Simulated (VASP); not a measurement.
Here is a VASP 6.6.1 calculation.

Contents of POSCAR:

```
Lu
1.0
    3.5028872691      0.0000000000      0.0000000000
   -1.7514436345      3.0335893617      0.0000000000
    0.0000000000      0.0000000000      5.4519644134
Lu
2
Direct
    0.3333333333      0.6666666667      0.7500000000
    0.6666666667      0.3333333333      0.2500000000
```

The input INCAR.step1:

```
SYSTEM = Lu
PREC     = Accurate       ! precision mode
ENCUT    = 520            ! plane-wave cutoff, eV
ISMEAR   = 0              ! smearing method
SIGMA    = 0.05           ! smearing width, eV
LREAL    = .FALSE.        ! projectors in reciprocal space
LASPH    = .TRUE.         ! aspherical terms in the spheres
NELM     = 60             ! most SCF steps
NBANDS   = 32             ! bands
GGA      = PE             ! functional
ALGO     = Normal         ! electronic algorithm
EDIFF    = 1E-4           ! SCF threshold, eV
LWAVE    = .TRUE.         ! write WAVECAR
LCHARG   = .FALSE.        ! write CHGCAR
```

File INCAR.step2:

```
SYSTEM = Lu
PREC     = Accurate       ! precision mode
ENCUT    = 520            ! plane-wave cutoff, eV
EDIFF    = 1E-7           ! SCF threshold, eV
ISMEAR   = 0              ! smearing method
SIGMA    = 0.05           ! smearing width, eV
LREAL    = .FALSE.        ! projectors in reciprocal space
LASPH    = .TRUE.         ! aspherical terms in the spheres
NELM     = 60             ! most SCF steps
ALGO     = Normal         ! electronic algorithm
ISIF     = 2              ! what is computed and relaxed
LWAVE    = .FALSE.        ! write WAVECAR
LCHARG   = .FALSE.        ! write CHGCAR
METAGGA  = R2SCAN         ! meta-GGA
LMIXTAU  = .TRUE.       
NBANDS   = 32             ! bands
ISTART   = 1
```

The input KPOINTS:

```
regular mesh
0
G
  14 14 8
  0 0 0
```

Potentials or basis: VASP PAW PBE potentials, release 64 (Lu).

The run is started by

```bash
$ cat potpaw_PBE.64/Lu/POTCAR > POTCAR
$ cp INCAR.step1 INCAR
$ mpirun -np 1 vasp_std > vasp.out
$ cp INCAR.step2 INCAR
$ mpirun -np 1 vasp_std > vasp.out
```

(1) What does it give for the band gap on the k mesh?

(2) Predict the pressure.

Results:

(1) zero (bands 25 and 26 overlap by 2.02 eV).

(2) 0.4 GPa.

Caveat: the PAW data sets were made with another functional, which shifts forces and pressure a little; spin-orbit coupling is left out, which moves the levels of the heavy elements.
